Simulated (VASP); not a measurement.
Set up this calculation in VASP 6.6.1, as the native input.

| Property | Result |
| --- | --- |
| Task | single point |
| Functional | LDA |
| Potentials or basis | VASP PAW LDA potentials, release 64 (Si, W_sv) |
| Cutoff | 520 eV |
| k mesh | 9 × 9 × 6 |
| Occupations | gaussian, width 0.03 eV |
| Spin | no spin polarisation |
| Dipole correction | no |
| Further INCAR settings | ALGO = Normal; EDIFF = 1e-07; NBANDS = 43 |

The structure of Si2W lies in POSCAR:

```
Si2W
1.0
    4.6354110315      0.0000000000      0.0000000000
   -2.3177055157      4.0143837103      0.0000000000
    0.0000000000      0.0000000000      6.3315079279
Si W
6 3
Direct
    0.8149755729      0.6299511459      0.5000000000
    0.1850244271      0.8149755729      0.8333333333
    0.6299511459      0.8149755729      0.1666666667
    0.1850244271      0.3700488541      0.5000000000
    0.8149755729      0.1850244271      0.8333333333
    0.3700488541      0.1850244271      0.1666666667
    0.0000000000      0.5000000000      0.1666666667
    0.5000000000      0.5000000000      0.8333333333
    0.5000000000      0.0000000000      0.5000000000
```

This cell differs from its parent crystal: atoms shifted along a free coordinate, c/a of the conventional cell at fixed volume 1.3659.

One way to write it, as run:

INCAR

```
SYSTEM = Si2W
ALGO = Normal
EDIFF = 1E-7
ENCUT = 520
GGA = CA
ISIF = 2
ISMEAR = 0
LASPH = .TRUE.
LCHARG = .FALSE.
LREAL = .FALSE.
LWAVE = .FALSE.
NBANDS = 43
NELM = 100
PREC = Accurate
SIGMA = 0.03
```

KPOINTS

```
k-points
0
G
  9 9 6
  0 0 0
```

Potentials or basis: VASP PAW LDA potentials, release 64 (Si, W_sv).

The run is started by

```bash
$ cat potpaw_LDA.64/Si/POTCAR potpaw_LDA.64/W_sv/POTCAR > POTCAR
$ mpirun -np 1 vasp_std > vasp.out
```

It gave:

```
Pressure               : 7.8 GPa
Largest force          : 2.441 eV/Å
Band gap on the k mesh : 0.27 eV (least direct gap 0.41 eV)
```

Caveat: the stress differs along the axes, from 2 to 19 GPa; spin-orbit coupling is left out, which moves the levels of the heavy elements; forces of over 1 eV/Å act on the atoms, so gaps and moduli don't describe the material at rest.

Wall time 6.2 min on 1 thread of Intel Xeon 8259CL (shared host), peak memory 0.31 GiB.
